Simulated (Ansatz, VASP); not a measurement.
## TaNb2N3: VASP beside Ansatz

```xyz
6
Lattice="2.5221 1.4561 4.3184 -2.5221 1.4561 4.3184 0.0000 -2.9123 4.3184" Properties=species:S:1:pos:R:3 pbc="T T T"
Ta    0.0000    0.0000    6.4775
Nb    0.0000    0.0000    9.5662
Nb    0.0000    0.0000    3.3889
N     0.0000   -1.4561    2.1592
N     1.2611    0.7281    2.1592
N    -1.2611    0.7281    2.1592
```

Alike in both runs: functional PBE; k mesh 6 × 6 × 6; occupations gaussian, width 0.1 eV; no spin polarisation.

Ansatz relaxed the structure, and its values are those at the end. VASP's run is a single point on that final structure, the one shown.

|  | VASP | Ansatz |
| --- | --- | --- |
| version | VASP 6.6.1 | Ansatz 0.2.0 |
| potentials or method | VASP PAW PBE potentials, release 64 (Ta_pv, Nb_sv, N), cutoff 520 eV | scalar-relativistic, plane waves, PAW |
| valence electrons in the cell | 52 | 54 |

```tsv
	VASP	Ansatz	Ansatz less VASP
gap on the k mesh at the Fermi level (eV)	none	none	-
pressure (GPa)	-0.3	0.0	+0.33
rms of the force components (eV/Å)	0.017	0.001	-0.0165
```

A gap of «none» marks a metal or a gap that the smearing closes. The functional is the same, so the differences come from potentials, cutoffs and numerics. VASP's potentials hold 52 valence electrons a cell and Ansatz's 54, so a difference there can come from the potentials and not from the codes.

Spin-orbit coupling is off throughout.
